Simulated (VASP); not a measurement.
Write the native input for VASP 6.6.1 that does the following.

| Quantity | Value |
| --- | --- |
| Task | single point |
| Functional | PBEsol |
| Potentials or basis | VASP PAW PBE potentials, release 64 (C) |
| Cutoff | 520 eV |
| k mesh | 15 × 15 × 15 |
| Occupations | fermi-dirac, width 0.1 eV |
| Spin | no spin polarisation |
| Dipole correction | no |
| Further INCAR settings | ALGO = Normal; EDIFF = 1e-06; NBANDS = 11 |

The structure of C lies in POSCAR:

```
C
1.0
    0.0000000000      2.1292327983      3.6667755763
    1.2295992742      0.0000000000      3.6667755763
    1.2295992742      2.1292327983      0.0000000000
C
2
Direct
    0.1666751545      0.8333248455      0.1666751545
    0.8333248455      0.1666751545      0.8333248455
```

These files were run (other wordings do the same):

INCAR

```
SYSTEM = C
PREC = Accurate ; ENCUT = 520
EDIFF = 1E-6 ; ISMEAR = -1
SIGMA = 0.1 ; LREAL = .FALSE.
LASPH = .TRUE. ; NELM = 60
ALGO = Normal ; ISIF = 2
LWAVE = .FALSE. ; LCHARG = .FALSE.
GGA = PS ; NBANDS = 11
```

KPOINTS

```
regular mesh
0
G
  15 15 15
  0 0 0
```

Potentials or basis: VASP PAW PBE potentials, release 64 (C).

Launch:

```sh
$ cat potpaw_PBE.64/C/POTCAR > POTCAR
$ mpirun -np 1 vasp_std > vasp.out
```

It gave:

| Quantity | Value |
| --- | --- |
| Pressure | 0.6 GPa |
| Band gap on the k mesh | 0.05 eV, indirect (the least direct gap lies 0.9 meV higher) |

Caveat: the PAW data sets were made with another functional, which shifts forces and pressure a little.

It took 72 s on 1 thread of Intel(R) Xeon(R) Platinum 8259CL CPU @ 2.50GHz (Skylake/Cascade Lake), with other jobs on the host, peak memory 0.2 GiB.
